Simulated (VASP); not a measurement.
Runs of VASP 6.6.1 on W. The structure is that of space group Im-3m (No. 229), or close to it. The cells are those of the table. 

| task | cell | cutoff (eV) | k mesh for the DOS | occupations for the DOS | gap on the mesh (eV) | pressure (GPa) |
| --- | --- | --- | --- | --- | --- | --- |
| single point | a = 2.731 Å, angles 109.5°, 1 atom | 500 | - | - | none | 0.6 |
| single point | a = 2.535 Å, angles 109.5°, 1 atom | 520 | - | - | none | (b) |
| single point | a = 2.448 Å, angles 109.5°, 1 atom | 520 | - | - | none | 212.2 |
| single point | a = 2.354 Å, angles 109.5°, 1 atom | 520 | - | - | none | 364.6 |
| single point | a = 2.675 Å, angles 109.5°, 1 atom | 520 | - | - | none | 23.8 |
| single point | a = 2.354 Å, angles 109.5°, 1 atom | 500 | - | - | none | 364.6 |
| single point | a = 2.617 Å, angles 109.5°, 1 atom | 520 | - | - | none | (a) |
| relaxation of cell and atoms | relaxed from a = 2.734 Å, angles 109.5°, 1 atom | 600 | - | - | none | 0.0 |

Alike in all rows: level PBEsol; potentials or basis VASP PAW PBE potentials, release 64 (W_sv); no spin polarisation; k mesh 19 × 19 × 19; smearing fermi-dirac 0.05 eV.

**Question.** Fill in the values left out.

**Answer.** (a) 55.4; (b) 116.8.

Caveats: the PAW data sets were made with another functional, which shifts forces and pressure a little; spin-orbit coupling is left out, which moves the levels of the heavy elements.

A k mesh can miss the band edges, and the runs leave out spin-orbit coupling on W.

A gap of «none» marks levels without a gap at the run's occupations.
